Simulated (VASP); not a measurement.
**Li: single point with r2SCAN**

Li:

```
CELL_PARAMETERS angstrom
0.00000 2.20200 2.31210
2.20200 0.00000 2.31210
2.20200 2.20200 0.00000
ATOMIC_POSITIONS crystal
Li 0.00000 0.00000 0.00000
```

This cell differs from its parent crystal: strain +0.000 along x and y, +0.050 along z.

```
Program             : VASP 6.6.1
Task                : single point
Functional          : r2SCAN
Potentials or basis : VASP PAW PBE potentials, release 64 (Li_sv)
Cutoff              : 830 eV
k mesh              : 18 × 18 × 18
Occupations         : gaussian, width 0.15 eV
Spin                : no spin polarisation
```

```yaml
Pressure: -0.9 GPa
Band_gap_on_the_k_mesh: zero (an odd number of electrons rules out a gap without spin polarisation)
```

Stress tensor (GPa, compression positive):
```
-0.78  0.00  0.00
 0.00 -0.78  0.00
 0.00  0.00 -1.16
```

Levels at points of the mesh, in eV from the Fermi level:
| k point | band 1 | band 2 | band 3 | band 4 | band 5 |
| --- | --- | --- | --- | --- | --- |
| (0.00, 0.00, 0.00) | -48.33 | -3.71 | 14.92 | 14.92 | 14.97 |
| (0.50, 0.00, 0.00) | -48.32 | 0.02 | 2.87 | 12.60 | 13.55 |
| (0.50, 0.50, 0.00) | -48.32 | 1.18 | 4.25 | 9.18 | 9.18 |
| (0.50, 0.00, 0.50) | -48.31 | 1.81 | 4.90 | 8.36 | 8.60 |

It took 24 min on 1 thread of Oxide Virtual Turin-like Processor (shared host), peak memory 0.23 GiB.

Caveat: the cell differs from its parent crystal (strain +0.000 along x and y, +0.050 along z); the PAW data sets were made with another functional, which shifts forces and pressure a little.
